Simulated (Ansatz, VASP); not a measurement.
## LiH3 in VASP and in Ansatz

```xyz
4
Lattice="-1.5050 1.5050 3.3617 1.5050 -1.5050 3.3617 1.5050 1.5050 -3.3617" Properties=species:S:1:pos:R:3 pbc="T T T"
Li    0.0000    0.0000    0.0000
H     0.0000    0.0000    3.3617
H     1.5050    0.0000    1.6809
H     0.0000    1.5050    1.6809
```

Alike in both runs: task relaxation of cell and atoms; functional PBE; k mesh 8 × 8 × 8; occupations gaussian, width 0.1 eV; no spin polarisation.

|  | VASP | Ansatz |
| --- | --- | --- |
| version | VASP 6.6.1 | Ansatz 0.2.0 |
| potentials or method | VASP PAW PBE potentials, release 64 (Li_sv, H), cutoff 600 eV | scalar-relativistic, plane waves, PAW |
| valence electrons in the cell | 6 | 6 |

|  | VASP | Ansatz | Ansatz less VASP |
| --- | --- | --- | --- |
| gap on the k mesh at the Fermi level, each at its own relaxed structure (eV) | none | none | - |
| relaxed volume (Å³/atom) | 5.11 | 5.14 | +0.026 |
| relaxed cell length with the largest relative difference (Å) | 3.061 | 3.090 | +0.0286 |

A gap of «none» marks a metal or a gap that the smearing closes.

The k mesh is coarse, so the values compare programs but aren't converged. Noted on VASP's run: the cutoff is short for stress, so the pressure is rough; the volume moved by over 15 % at a fixed basis, so the end points are rough.
